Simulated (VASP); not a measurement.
Here is a VASP 6.6.1 calculation.

The input POSCAR:

```
YbSn2Bi2
1.0
    2.4628300000      4.2657430000      0.0000000000
   -2.4628300000      4.2657430000      0.0000000000
    0.0000000000      0.0000000000      8.3157140000
Yb Sn Bi
1 2 2
Direct
    0.0000000000      0.0000000000      0.0000000000
    0.3333000000      0.3334000000      0.7415400000
    0.6667000000      0.6666000000      0.2584600000
    0.3333000000      0.3334000000      0.3680000000
    0.6667000000      0.6666000000      0.6320000000
```

INCAR.step1

```
SYSTEM = YbSn2Bi2
PREC = Accurate
ENCUT = 520
ISMEAR = 0
SIGMA = 0.2191
LREAL = .False.
LASPH = .True.
NELM = 80
NBANDS = 49
GGA = PE
ALGO = Normal
EDIFF = 1E-4
LWAVE = .True.
LCHARG = .False.
```

File INCAR.step2:

```
SYSTEM = YbSn2Bi2
PREC = Accurate
ENCUT = 520
EDIFF = 1E-7
ISMEAR = 0
SIGMA = 0.2191
LREAL = .False.
LASPH = .True.
NELM = 80
ALGO = Normal
ISIF = 2
LWAVE = .False.
LCHARG = .True.
METAGGA = R2SCAN
LMIXTAU = .True.
LELF = .True.
LVHAR = .True.
NBANDS = 49
ISTART = 1
```

The input KPOINTS:

```
regular mesh
0
Gamma
  6 6 3
  0 0 0
```

Potentials or basis: VASP PAW PBE potentials, release 64 (Yb, Sn_d, Bi_d).

Command:

```sh
$ cat potpaw_PBE.64/Yb/POTCAR potpaw_PBE.64/Sn_d/POTCAR potpaw_PBE.64/Bi_d/POTCAR > POTCAR
$ cp INCAR.step1 INCAR
$ mpirun -np 1 vasp_std > vasp.out
$ cp INCAR.step2 INCAR
$ mpirun -np 1 vasp_std > vasp.out
```

Task: What does it give for the largest force?

Result: 1.325 eV/Å.

Task: Estimate the band gap on the k mesh.

Result: Zero (band 41 reaches 6.00 eV, above the bottom of band 42 at 5.29 eV).

Task: Predict the pressure.

Result: 1.3 GPa.

Forces on the atoms (eV/Å):
```
Yb   0.000  0.000  0.000
Sn   0.002 -0.001  1.325
Sn  -0.002  0.001 -1.325
Bi   0.002 -0.001 -0.547
Bi  -0.002  0.001  0.547
```

Caveat: the PAW data sets were made with another functional, which shifts forces and pressure a little; spin-orbit coupling is left out, which moves the levels of the heavy elements; without U or exact exchange the open f shell lies at the Fermi level, which spoils levels, moments and volumes. Spin polarisation is off, so any magnetic state and its effect on volume and gap are missing.
